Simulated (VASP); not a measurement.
# Cr (Im-3m) in VASP: further runs

Runs on Cr. Level: LDA. Tasks: single point.

Everything below comes from runs of VASP 6.6.1. Logs are shortened: lines on timing, memory, paths and dates and some standing lists are left out, and cuts for length are marked.

**1. The cell of the first run**

The structure is cubic, space group Im-3m (No. 229). The conventional cell has a = 2.788 Å, b = 2.788 Å, c = 2.788 Å, α = 90.00°, β = 90.00°, γ = 90.00°. Cr (site symmetry m-3m) has 14 Cr at 2.41 to 2.79 Å within 3.2 Å.

**2. Single point, LDA, collinear spin, ferromagnetic start**

INCAR

```
SYSTEM = Cr
PREC = Accurate
ENCUT = 520
EDIFF = 1E-6
ISMEAR = 1
SIGMA = 0.6
LREAL = .FALSE.
LASPH = .TRUE.
NELM = 150
ALGO = Normal
ISIF = 2
LWAVE = .FALSE.
LCHARG = .TRUE.
ISPIN = 2
MAGMOM = 1.5
LORBIT = 11
LMAXMIX = 4
LELF = .TRUE.
LVHAR = .TRUE.
NBANDS = 16
```

KPOINTS

```
Automatic mesh
0
G
  16 16 16
  0 0 0
```

POSCAR

```
Cr
1.0
   -1.3938676992      1.3938676992      1.3938676992
    1.3938676992     -1.3938676992      1.3938676992
    1.3938676992      1.3938676992     -1.3938676992
Cr
1
Direct
    0.0000000000      0.0000000000      0.0000000000
```

Potentials or basis: VASP PAW LDA potentials, release 64 (Cr_pv).

Launch:

```console
$ cat potpaw_LDA.64/Cr_pv/POTCAR > POTCAR
$ mpirun -np 1 vasp_std > vasp.out
```

OUTCAR:

```text
SYSTEM = Cr
   PREC = Accurate
   ENCUT = 520
   EDIFF = 1E-6
   ISMEAR = 1
   LREAL = .FALSE.
   LASPH = .TRUE.
   NELM = 150
   ISIF = 2
   ISPIN = 2
   LORBIT = 11

 ion  position               nearest neighbor table
   1  0.000  0.000  0.000-

  LATTYP: Found a body centered cubic cell.
 ALAT       =     2.7877353984

  Lattice vectors:

 A1 = (  -1.3938676992,   1.3938676992,   1.3938676992)
 A2 = (   1.3938676992,  -1.3938676992,   1.3938676992)
 A3 = (   1.3938676992,   1.3938676992,  -1.3938676992)

Analysis of symmetry for initial positions (statically):
=====================================================================
 Subroutine PRICEL returns:
 Original cell was already a primitive cell.

 Routine SETGRP: Setting up the symmetry group for a
 body centered cubic supercell.

 Subroutine GETGRP returns: Found 48 space group operations
 (whereof 48 operations were pure point group operations)
 out of a pool of 48 trial point group operations.

The static configuration has the point symmetry O_h .

Analysis of symmetry for dynamics (positions and initial velocities):
=====================================================================
 Subroutine PRICEL returns:
 Original cell was already a primitive cell.

 Routine SETGRP: Setting up the symmetry group for a
 body centered cubic supercell.

 Subroutine GETGRP returns: Found 48 space group operations
 (whereof 48 operations were pure point group operations)
 out of a pool of 48 trial point group operations.

The dynamic configuration has the point symmetry O_h .

Analysis of structural, dynamic, and magnetic symmetry:
=====================================================================
 Subroutine PRICEL returns:
 Original cell was already a primitive cell.

 Routine SETGRP: Setting up the symmetry group for a
 body centered cubic supercell.

 Subroutine GETGRP returns: Found 48 space group operations
 (whereof 48 operations were pure point group operations)
 out of a pool of 48 trial point group operations.

The overall configuration has the point symmetry O_h .

 Subroutine INISYM returns: Found 48 space group operations
 (whereof 48 operations are pure point group operations),
 and found     1 'primitive' translations

----------------------------------------------------------------------------------------

                                     Primitive cell

  volume of cell :      10.8324

  direct lattice vectors                    reciprocal lattice vectors
    -1.393867699  1.393867699  1.393867699     0.000000000  0.358714102  0.358714102
     1.393867699 -1.393867699  1.393867699     0.358714102  0.000000000  0.358714102
     1.393867699  1.393867699 -1.393867699     0.358714102  0.358714102  0.000000000

  length of vectors
     2.414249674  2.414249674  2.414249674     0.507298348  0.507298348  0.507298348

  position of ions in fractional coordinates (direct lattice)
     0.000000000  0.000000000  0.000000000

  ion indices of the primitive-cell ions
   primitive index   ion index
                 1           1

----------------------------------------------------------------------------------------

 KPOINTS: Automatic mesh

Automatic generation of k-mesh.
 Grid dimensions read from file:
 generate k-points for:   16   16   16

 Generating k-lattice:

  Cartesian coordinates                     Fractional coordinates (reciprocal lattice)
     0.000000000  0.022419631  0.022419631     0.062500000  0.000000000  0.000000000
     0.022419631  0.000000000  0.022419631     0.000000000  0.062500000  0.000000000
     0.022419631  0.022419631  0.000000000     0.000000000  0.000000000  0.062500000

  Length of vectors
     0.031706147  0.031706147  0.031706147

  Shift w.r.t. Gamma in fractional coordinates (k-lattice)
     0.000000000  0.000000000  0.000000000

 Subroutine IBZKPT returns following result:
 ===========================================

 Found    145 irreducible k-points:

 Following reciprocal coordinates:
            Coordinates               Weight
  0.000000  0.000000  0.000000      1.000000
  0.062500  0.000000  0.000000     12.000000
  0.125000  0.000000  0.000000     12.000000
  0.187500  0.000000  0.000000     12.000000
  0.250000  0.000000  0.000000     12.000000
  0.312500  0.000000  0.000000     12.000000
[... 16 lines left out ...]
  0.187500  0.187500  0.000000     24.000000
  0.250000  0.187500 -0.000000     48.000000
 [... further k-points ...]
   k-points           NKPTS =    145   k-points in BZ     NKDIM =    145   number of bands    NBANDS=     16
   number of dos      NEDOS =    301   number of ions     NIONS =      1
   total plane-waves  NPLWV =   5832
   dimension x,y,z NGX =    18 NGY =   18 NGZ =   18
   dimension x,y,z NGXF=    36 NGYF=   36 NGZF=   36
   ions per type =               1
   NGX,Y,Z   is equivalent  to a cutoff of  12.39, 12.39, 12.39 a.u.
   NGXF,Y,Z  is equivalent  to a cutoff of  24.79, 24.79, 24.79 a.u.
 SYSTEM =  Cr
   PREC   = accura    normal or accurate (medium, high low for compatibility)
   ISTART =      0    job   : 0-new  1-cont  2-samecut
   ICHARG =      2    charge: 1-file 2-atom 10-const
   ISPIN  =      2    spin polarized calculation?
   LNONCOLLINEAR =      F non collinear calculations
   LSORBIT =      F    spin-orbit coupling
   LASPH  =      T    aspherical Exc in radial PAW
   ENCUT  =  520.0 eV  38.22 Ry    6.18 a.u.   4.49  4.49  4.49*2*pi/ulx,y,z
   NELM   =    150;   NELMIN=  2; NELMDL= -5     # of ELM steps
   EDIFF  = 0.1E-05   stopping-criterion for ELM
   LREAL  =      F    real-space projection
   EDIFFG = 0.1E-04   stopping-criterion for IOM
   NSW    =      0    number of steps for IOM
   IBRION =     -1    ionic relax: 0-MD 1-quasi-New 2-CG
   NFREE  =      0    steps in history (QN), initial steepest desc. (CG)
   ISIF   =      2    stress and relaxation
   ISYM   =      2    0-nonsym 1-usesym 2-fastsym
   POTIM  = 0.5000    time-step for ionic-motion
   TEBEG  =    0.0;   TEEND  =   0.0 temperature during run
   PSTRESS=    0.0 pullay stress
   NELECT =      12.0000    total number of electrons
   NUPDOWN=      -1.0000    fix difference up-down
   EMIN   =  10.00;   EMAX   =-10.00  energy-range for DOS
   EFERMI =   0.00;   METHOD = LEGACY
   ISMEAR =     1;   SIGMA  =   0.60  broadening in eV -4-tet -1-fermi 0-gaus
   EFERMI_NEDOS =   21; number of points for ismear=-14 and -15
   IALGO  =     38    algorithm
   IMIX   =      4    mixing-type and parameters
     AMIX     =   0.40;   BMIX     =  1.00
     AMIX_MAG =   1.60;   BMIX_MAG =  1.00
  volume/ion in A,a.u.               =      10.83        73.10
  Fermi-wavevector in a.u.,A,eV,Ry     =   1.693923  3.201051 39.040224  2.869376
  Thomas-Fermi vector in A             =   2.775241
   LORBIT       =     11    0 simple, 1 ext, 2 COOP (PROOUT), +10 PAW based schemes
   GGA     = CA    functional components
   LHFCALC =     F    Hartree Fock is set to
   AEXX    =    0.0000 exact exchange contribution
   IVDW    =     0    specifies the selected vdW correction
   LEPSILON=     F    determine dielectric tensor
   LRPA    =     F    only Hartree local field effects (RPA)
 spin polarized calculation
 Methfessel and Paxton  Order N= 1 SIGMA  =   0.60
  energy-cutoff  :      520.00
  volume of cell :       10.83
 maximum number of plane-waves:       321
 NGX is ok and might be reduce to    18
   NGX =  9   NGY =  9   NGZ =  9

 number of electron      12.0000011 magnetization       0.0001806

 number of electron      12.0000011 magnetization      -0.0000372

 Free energy of the ion-electron system (eV)
  ---------------------------------------------------
  ext. energy  EPLUGINS =         0.00000000
  ---------------------------------------------------
  free energy    TOTEN  =       -10.62134266 eV

  energy without entropy =      -10.65089620  energy(sigma->0) =      -10.63119384

 E-fermi :  11.7510     XC(G=0): -14.3828

 val. band max:       11.7019791792   @ k =  -0.2500   0.2500   0.1250
 cond. band min:      11.7584035688   @ k =   0.3750   0.0625   0.0625
 fundamental gap:      0.0564243896
 Fermi energy:        11.7509935556

 spin component 1

 k-point     1 :       0.0000    0.0000    0.0000
  band No.  band energies     occupation
      1     -30.5068      1.00000
      2     -30.5068      1.00000
      3     -30.5068      1.00000
      4       3.7365      1.00000
      5      10.7310      1.01855
      6      10.7310      1.01855
[... 8 lines left out ...]
     15      42.7825      0.00000
     16      47.8153      0.00000
[... 419 lines left out ...]
 k-point    24 :       0.2500    0.1875   -0.0000
  band No.  band energies     occupation
      1     -31.4082      1.00000
      2     -30.8711      1.00000
      3     -30.6040      1.00000
      4       7.8136      1.00000
      5       9.3044      1.00000
      6      10.0238      1.00018
[... 8 lines left out ...]
     15      42.3842      0.00000
     16      46.9085      0.00000

 [... further k-points ...]

 spin component 2

 k-point     1 :       0.0000    0.0000    0.0000
  band No.  band energies     occupation
      1     -30.5068      1.00000
      2     -30.5068      1.00000
      3     -30.5068      1.00000
      4       3.7364      1.00000
      5      10.7309      1.01854
      6      10.7309      1.01854
[... 8 lines left out ...]
     15      42.7825      0.00000
     16      47.8152      0.00000
[... 419 lines left out ...]
 k-point    24 :       0.2500    0.1875   -0.0000
  band No.  band energies     occupation
      1     -31.4082      1.00000
      2     -30.8711      1.00000
      3     -30.6039      1.00000
      4       7.8135      1.00000
      5       9.3044      1.00000
      6      10.0237      1.00018
[... 8 lines left out ...]
     15      42.3841      0.00000
     16      46.9084      0.00000

 [... further k-points ...]

------------------------ aborting loop because EDIFF is reached ----------------------------------------

  FORCE on cell =-STRESS in cart. coord.  units (eV):
  Direction    XX          YY          ZZ          XY          YZ          ZX
  --------------------------------------------------------------------------------------
  -------------------------------------------------------------------------------------
  Total       -0.0167324     -0.0167324     -0.0167324     -0.0000000      0.0000000     -0.0000000
  in kB       -2.4748234     -2.4748234     -2.4748234     -0.0000000      0.0000000     -0.0000000
  external PRESSURE =      -2.4748234 kB  Pullay stress =       0.0000000 kB

 VOLUME and BASIS-vectors are now :
 -----------------------------------------------------------------------------
  energy-cutoff  :      520.00
  volume of cell :       10.83
      direct lattice vectors                 reciprocal lattice vectors
    -1.393867699  1.393867699  1.393867699     0.000000000  0.358714102  0.358714102
     1.393867699 -1.393867699  1.393867699     0.358714102  0.000000000  0.358714102
     1.393867699  1.393867699 -1.393867699     0.358714102  0.358714102  0.000000000

 POSITION                                       TOTAL-FORCE (eV/Angst)
 -----------------------------------------------------------------------------------
      0.00000      0.00000      0.00000         0.000000     -0.000000     -0.000000
 -----------------------------------------------------------------------------------
    total drift:                                0.000000      0.000000      0.000000

  FREE ENERGIE OF THE ION-ELECTRON SYSTEM (eV)
  ---------------------------------------------------
  free  energy   TOTEN  =       -10.6213426550 eV

  energy  without entropy=      -10.6508962019  energy(sigma->0) =      -10.63119384

 total charge

# of ion       s       p       d       tot
------------------------------------------
    1        0.449   6.441   4.316  11.207

 magnetization (x)

# of ion       s       p       d       tot
------------------------------------------
    1        0.000  -0.000  -0.000  -0.000
```

Wall time 29 s (1 thread of Intel Xeon 6975P-C, shared host); peak memory 0.15 GiB.

Results:

* Free energy: -10.6213 eV
* Pressure: -0.2 GPa
* Band gap on the k mesh: zero (filled and empty bands overlap)
* Net moment: 0.00 μB per cell
* Valence electrons inside the program's atomic spheres: Cr 11.21

Caveat: the starting moments collapsed, and a magnetic state may lie lower.

**3. Single point, LDA, collinear spin, ferromagnetic start**

INCAR

```
SYSTEM = Cr
PREC = Accurate
ENCUT = 520
EDIFF = 1E-6
ISMEAR = 1
SIGMA = 1.0
LREAL = .False.
LASPH = .True.
NELM = 150
ALGO = Normal
ISIF = 2
LWAVE = .False.
LCHARG = .False.
ISPIN = 2
MAGMOM = 1.5
LORBIT = 11
LMAXMIX = 4
GGA = CA
NBANDS = 16
```

KPOINTS

```
Automatic mesh
0
Gamma
  16 16 16
  0 0 0
```

POSCAR is that of step 2.

Potentials or basis: VASP PAW LDA potentials, release 64 (Cr_pv).

Launch:

```console
$ cat potpaw_LDA.64/Cr_pv/POTCAR > POTCAR
$ mpirun -np 1 vasp_std > vasp.out
```

OUTCAR:

```text
SYSTEM = Cr
   PREC = Accurate
   ENCUT = 520
   EDIFF = 1E-6
   ISMEAR = 1
   LREAL = .False.
   LASPH = .True.
   NELM = 150
   ISIF = 2
   ISPIN = 2
   LORBIT = 11
   GGA = CA

 ion  position               nearest neighbor table
   1  0.000  0.000  0.000-

  LATTYP: Found a body centered cubic cell.
 ALAT       =     2.7877353984

  Lattice vectors:

 A1 = (  -1.3938676992,   1.3938676992,   1.3938676992)
 A2 = (   1.3938676992,  -1.3938676992,   1.3938676992)
 A3 = (   1.3938676992,   1.3938676992,  -1.3938676992)

Analysis of symmetry for initial positions (statically):
=====================================================================
 Subroutine PRICEL returns:
 Original cell was already a primitive cell.

 Routine SETGRP: Setting up the symmetry group for a
 body centered cubic supercell.

 Subroutine GETGRP returns: Found 48 space group operations
 (whereof 48 operations were pure point group operations)
 out of a pool of 48 trial point group operations.

The static configuration has the point symmetry O_h .

Analysis of symmetry for dynamics (positions and initial velocities):
=====================================================================
 Subroutine PRICEL returns:
 Original cell was already a primitive cell.

 Routine SETGRP: Setting up the symmetry group for a
 body centered cubic supercell.

 Subroutine GETGRP returns: Found 48 space group operations
 (whereof 48 operations were pure point group operations)
 out of a pool of 48 trial point group operations.

The dynamic configuration has the point symmetry O_h .

Analysis of structural, dynamic, and magnetic symmetry:
=====================================================================
 Subroutine PRICEL returns:
 Original cell was already a primitive cell.

 Routine SETGRP: Setting up the symmetry group for a
 body centered cubic supercell.

 Subroutine GETGRP returns: Found 48 space group operations
 (whereof 48 operations were pure point group operations)
 out of a pool of 48 trial point group operations.
[... 136 lines left out ...]
   NGX =  9   NGY =  9   NGZ =  9

 number of electron      12.0000011 magnetization       0.0001565

 number of electron      12.0000011 magnetization      -0.0000389

 Free energy of the ion-electron system (eV)
  ---------------------------------------------------
  ext. energy  EPLUGINS =         0.00000000
  ---------------------------------------------------
  free energy    TOTEN  =       -10.58305623 eV

  energy without entropy =      -10.72402504  energy(sigma->0) =      -10.63004583

 E-fermi :  11.6905     XC(G=0): -14.3830

 val. band max:       11.6901348634   @ k =  -0.1875   0.1875   0.1250
 cond. band min:      11.6932003634   @ k =  -0.3125   0.3125   0.1875
 fundamental gap:      0.0030655000
 Fermi energy:        11.6904867459

 spin component 1

 k-point     1 :       0.0000    0.0000    0.0000
  band No.  band energies     occupation
      1     -30.5160      1.00000
      2     -30.5160      1.00000
      3     -30.5160      1.00000
      4       3.7357      1.00000
      5      10.7254      1.02111
      6      10.7254      1.02111
[... 435 lines left out ...]
      5       9.2997      1.00186
      6      10.0197      1.01984
[... 8 lines left out ...]
     15      42.3829      0.00000
     16      46.9076      0.00000

 [... further k-points ...]

 spin component 2

 k-point     1 :       0.0000    0.0000    0.0000
  band No.  band energies     occupation
      1     -30.5159      1.00000
      2     -30.5159      1.00000
      3     -30.5159      1.00000
      4       3.7357      1.00000
      5      10.7254      1.02111
      6      10.7254      1.02111
[... 435 lines left out ...]
      5       9.2997      1.00186
      6      10.0196      1.01984
[... 8 lines left out ...]
     15      42.3828      0.00000
     16      46.9075      0.00000

 [... further k-points ...]

------------------------ aborting loop because EDIFF is reached ----------------------------------------

  FORCE on cell =-STRESS in cart. coord.  units (eV):
  Direction    XX          YY          ZZ          XY          YZ          ZX
  --------------------------------------------------------------------------------------
  -------------------------------------------------------------------------------------
  Total       -0.1299541     -0.1299541     -0.1299541     -0.0000000     -0.0000000      0.0000000
  in kB      -19.2210020    -19.2210020    -19.2210020     -0.0000000     -0.0000000      0.0000000
  external PRESSURE =     -19.2210020 kB  Pullay stress =       0.0000000 kB

 VOLUME and BASIS-vectors are now :
 -----------------------------------------------------------------------------
  energy-cutoff  :      520.00
  volume of cell :       10.83
      direct lattice vectors                 reciprocal lattice vectors
    -1.393867699  1.393867699  1.393867699     0.000000000  0.358714102  0.358714102
     1.393867699 -1.393867699  1.393867699     0.358714102  0.000000000  0.358714102
     1.393867699  1.393867699 -1.393867699     0.358714102  0.358714102  0.000000000

 POSITION                                       TOTAL-FORCE (eV/Angst)
 -----------------------------------------------------------------------------------
      0.00000      0.00000      0.00000        -0.000000      0.000000     -0.000000
 -----------------------------------------------------------------------------------
    total drift:                                0.000000      0.000000      0.000000

  FREE ENERGIE OF THE ION-ELECTRON SYSTEM (eV)
  ---------------------------------------------------
  free  energy   TOTEN  =       -10.5830562252 eV

  energy  without entropy=      -10.7240250431  energy(sigma->0) =      -10.63004583

 total charge

# of ion       s       p       d       tot
------------------------------------------
    1        0.449   6.439   4.319  11.207

 magnetization (x)

# of ion       s       p       d       tot
------------------------------------------
    1        0.000  -0.000  -0.000  -0.000
```

It took 27 s on 1 thread of Intel Xeon 6975P-C, shared host; peak memory 0.15 GiB.

Results:

| Quantity | Value |
| --- | --- |
| Free energy | -10.5831 eV |
| Pressure | -1.9 GPa |
| Band gap on the k mesh | zero (filled and empty bands overlap) |
| Net moment | 0.00 μB per cell |
| Valence electrons inside the program's atomic spheres | Cr 11.21 |

Caveat: the starting moments collapsed, and a magnetic state may lie lower.

(Continued in part 2 of 2.)
